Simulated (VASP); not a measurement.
CdS:

```
Cd S
1.0
     0.00000    3.75512    3.75512
     3.75512    0.00000    3.75512
     3.75512    3.75512    0.00000
Cd S
2 2
Cartesian
  3.7551 3.7551 3.7551
  5.6327 5.6327 5.6327
  0.0000 0.0000 0.0000
  1.8776 1.8776 1.8776
```

| Property | Result |
| --- | --- |
| Program | VASP 6.6.1 |
| Task | relaxation of cell and atoms |
| Functional | PBE |
| Potentials or basis | VASP PAW PBE potentials, release 64 (Cd, S) |
| Cutoff | 600 eV |
| k mesh | 4 × 4 × 4 |
| Occupations | gaussian, width 0.1 eV |
| Spin | no spin polarisation |

At the start: pressure -8.6 GPa; volume 26.48 Å³/atom.

Question: How do energy, volume and symmetry change on relaxing?

Answer: Over 3 steps the energy falls by 232.0 meV/atom and the volume is 20.05 Å³/atom (-24.3 %); space group Fd-3m (No. 227, to 0.05 Å).

The path:
| step | energy change (eV) | largest force (eV/Å) | pressure (GPa) | volume (Å³) |
| --- | --- | --- | --- | --- |
| 1 | 0.0000 | 0.0000 | -8.57 | 105.90 |
| 2 | -0.8563 | 0.0000 | -3.66 | 85.65 |
| 3 | -0.9279 | 0.0000 | -0.30 | 80.18 |

Final structure:
```
CELL_PARAMETERS angstrom
0.00000 3.42256 3.42256
3.42256 0.00000 3.42256
3.42256 3.42256 0.00000
ATOMIC_POSITIONS crystal
Cd 0.50000 0.50000 0.50000
Cd 0.75000 0.75000 0.75000
S 0.00000 0.00000 0.00000
S 0.25000 0.25000 0.25000
```

Caveat: the k points lie up to 0.40 Å⁻¹ apart in the final cell; the volume moved by over 15 % at a fixed basis, so the end points are rough.
